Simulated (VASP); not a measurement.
Input of a VASP 6.6.1 run:

Contents of INCAR:

```
SYSTEM = Ti
PREC = Accurate
ENCUT = 520
EDIFF = 1E-6
ISMEAR = -1
SIGMA = 0.1
LREAL = .FALSE.
LASPH = .TRUE.
NELM = 60
ALGO = Normal
ISIF = 2
LWAVE = .FALSE.
LCHARG = .FALSE.
GGA = PE
NBANDS = 25
```

File KPOINTS:

```
Automatic mesh
0
G
  8 8 11
  0 0 0
```

File POSCAR:

```
Ti
1.0
    4.5812504304      0.0000000000      0.0000000000
   -2.2906252152      3.9674792538      0.0000000000
    0.0000000000      0.0000000000      2.8319712813
Ti
3
Direct
    0.0000000000      0.0000000000      0.0000000000
    0.3333333333      0.6666666667      0.5000000000
    0.6666666667      0.3333333333      0.5000000000
```

Potentials or basis: VASP PAW PBE potentials, release 64 (Ti_sv).

Run with:

```bash
$ cat potpaw_PBE.64/Ti_sv/POTCAR > POTCAR
$ mpirun -np 1 vasp_std > vasp.out
```

Question: What does it give for the pressure?

Answer: -0.2 GPa.

Question: Predict the band gap on the k mesh.

Answer: Zero (bands 18 and 19 overlap by 0.27 eV).
